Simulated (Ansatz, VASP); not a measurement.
SiC: VASP beside Ansatz

```
CELL_PARAMETERS angstrom
3.02949 0.00000 0.00000
-1.51474 2.62361 0.00000
0.00000 0.00000 5.10499
ATOMIC_POSITIONS crystal
Si 0.33333 0.66667 0.00460
Si 0.66667 0.33333 0.50460
C 0.33333 0.66667 0.36544
C 0.66667 0.33333 0.86544
```

Alike in both runs: task single point; functional LDA; k mesh 12 × 12 × 6; occupations gaussian, width 0.05 eV; no spin polarisation.

|  | VASP | Ansatz |
| --- | --- | --- |
| version | VASP 6.6.1 | Ansatz 0.2.0 |
| potentials or method | VASP PAW LDA potentials, release 64 (Si, C), cutoff 520 eV | scalar-relativistic, plane waves, PAW |
| valence electrons in the cell | 16 | 16 |

|  | VASP | Ansatz | Ansatz less VASP |
| --- | --- | --- | --- |
| gap on the k mesh at the Fermi level (eV) | 1.45 | 1.47 | +0.017 |
| least direct gap on the mesh (eV) | 3.96 | 3.97 | +0.013 |
| pressure (GPa) | 0.4 | 0.0 | -0.39 |
| traceless stress, the component that is largest in VASP (GPa) | -4.25 | -4.24 | +0.009 |
| rms of the force components (eV/Å) | 0.726 | 0.727 | +0.0010 |

Ansatz warns that its potentials were made for another functional, while VASP's fit it. LDA's correlation is that of Perdew and Zunger in VASP and of Perdew and Wang (1992) in Ansatz. Atom by atom the forces differ by 0.001 eV/Å (rms over components).
